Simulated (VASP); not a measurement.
**Ta3N4: single point with PBE**

Ta3N4:

```xyz
7
Lattice="4.2905 0.0000 0.0000 0.0000 4.2905 0.0000 0.0000 0.0000 5.5338" Properties=species:S:1:pos:R:3 pbc="T T T"
Ta    0.0000    0.0000    0.0000
Ta    0.0000    0.0000    2.7669
Ta    2.1453    2.1453    0.0000
N     1.0482    1.0482    1.3721
N     3.2423    3.2423    1.3721
N     3.2423    1.0482    4.1617
N     1.0482    3.2423    4.1617
```

The cell was generated, and may not be a known phase.

| Quantity | Value |
| --- | --- |
| Program | VASP 6.6.1 |
| Task | single point |
| Functional | PBE |
| Potentials or basis | VASP PAW PBE potentials, release 64 (Ta_pv, N) |
| Cutoff | 520 eV |
| k mesh | 4 × 4 × 4 |
| Occupations | gaussian, width 0.1 eV |
| Spin | no spin polarisation |
| Dipole correction | no |
| Further INCAR settings | ALGO = Normal; EDIFF = 1e-07; NBANDS = 36 |

```json
{
  "Pressure": "0.4 GPa",
  "Largest force": "0.034 eV/Å",
  "Band gap on the k mesh": "zero (an odd number of electrons rules out a gap without spin polarisation)"
}
```

Forces on the atoms (eV/Å):
```
Ta   0.000  0.000  0.000
Ta   0.000  0.000  0.000
Ta   0.000  0.000  0.000
N   -0.004 -0.004  0.034
N    0.004  0.004  0.034
N    0.004 -0.004 -0.034
N   -0.004  0.004 -0.034
```

Stress tensor (GPa, compression positive):
```
0.27 0.00 0.00
0.00 0.27 0.00
0.00 0.00 0.52
```

Levels at points of the mesh, in eV from the Fermi level:
| k point | band 24 | band 25 | band 26 | band 27 | band 28 | band 29 |
| --- | --- | --- | --- | --- | --- | --- |
| (0.00, 0.00, 0.00) | -1.35 | -1.35 | -1.21 | -0.70 | -0.66 | 0.46 |
| (0.50, 0.00, 0.00) | -2.55 | -2.37 | -0.53 | 0.60 | 0.66 | 1.02 |
| (0.50, 0.50, 0.00) | -2.59 | -1.94 | -0.17 | -0.15 | 1.78 | 2.33 |
| (0.00, 0.00, 0.50) | -1.56 | -1.56 | -0.67 | 0.15 | 0.96 | 0.96 |
| (0.50, 0.00, 0.50) | -3.50 | -2.84 | -0.25 | 0.22 | 0.35 | 0.95 |
| (0.50, 0.50, 0.50) | -2.42 | -2.03 | 0.19 | 0.54 | 0.95 | 2.35 |

Run time: 63 s on 1 thread of AMD EPYC 7R13 Processor (Zen 3), on a shared host, peak memory 0.19 GiB.

Caveat: the k points lie up to 0.37 Å⁻¹ apart, too coarse for converged energies and pressures of a metal; spin-orbit coupling is left out, which moves the levels of the heavy elements; an odd number of electrons without spin polarisation forces a metal; a magnetic or distorted state may lie lower.
